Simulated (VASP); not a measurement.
Hf: single point with PBEsol

The system is Hf.

```
CELL_PARAMETERS angstrom
3.19670 0.00000 0.00000
-1.59835 2.76842 0.00000
0.00000 0.00000 4.67847
ATOMIC_POSITIONS crystal
Hf 0.33333 0.66667 0.25000
Hf 0.66667 0.33333 0.75000
```

This cell differs from its parent crystal: strain -0.0750 x Voigt [0, 0, 1, 0, 0, 0].

```
Program             : VASP 6.6.1
Task                : single point
Functional          : PBEsol
Potentials or basis : VASP PAW PBE potentials, release 64 (Hf_pv)
Cutoff              : 520 eV
k mesh              : 18 × 18 × 10
Occupations         : gaussian, width 0.15 eV
Spin                : no spin polarisation
```

| Quantity | Value |
| --- | --- |
| Pressure | 5.5 GPa |
| Band gap on the k mesh | zero (band 10 reaches 6.40 eV, above the bottom of band 11 at 4.94 eV) |

Stress tensor (GPa, compression positive):
```
 1.87  0.00  0.00
 0.00  1.87  0.00
 0.00  0.00 12.89
```

Levels at points of the mesh, in eV from the Fermi level:
| k point | band 7 | band 8 | band 9 | band 10 | band 11 | band 12 | band 13 | band 14 |
| --- | --- | --- | --- | --- | --- | --- | --- | --- |
| (0.00, 0.00, 0.00) | -7.67 | -3.87 | 0.94 | 0.94 | 1.70 | 2.08 | 2.08 | 2.09 |
| (0.50, 0.00, 0.00) | -3.60 | -3.12 | -2.34 | -0.96 | 0.18 | 1.46 | 2.28 | 5.75 |
| (0.00, 0.00, 0.50) | -5.30 | -5.30 | 0.51 | 0.51 | 0.63 | 0.63 | 0.63 | 0.63 |
| (0.50, 0.00, 0.50) | -3.67 | -3.67 | -0.91 | -0.91 | 1.41 | 1.41 | 2.41 | 2.41 |

It took 2.8 min on 1 thread of Intel Xeon 6975P-C, with other jobs on the host, peak memory 0.25 GiB.

Caveat: the cell differs from its parent crystal (strain -0.0750 x Voigt [0, 0, 1, 0, 0, 0]); the PAW data sets were made with another functional, which shifts forces and pressure a little; spin-orbit coupling is left out, which moves the levels of the heavy elements.
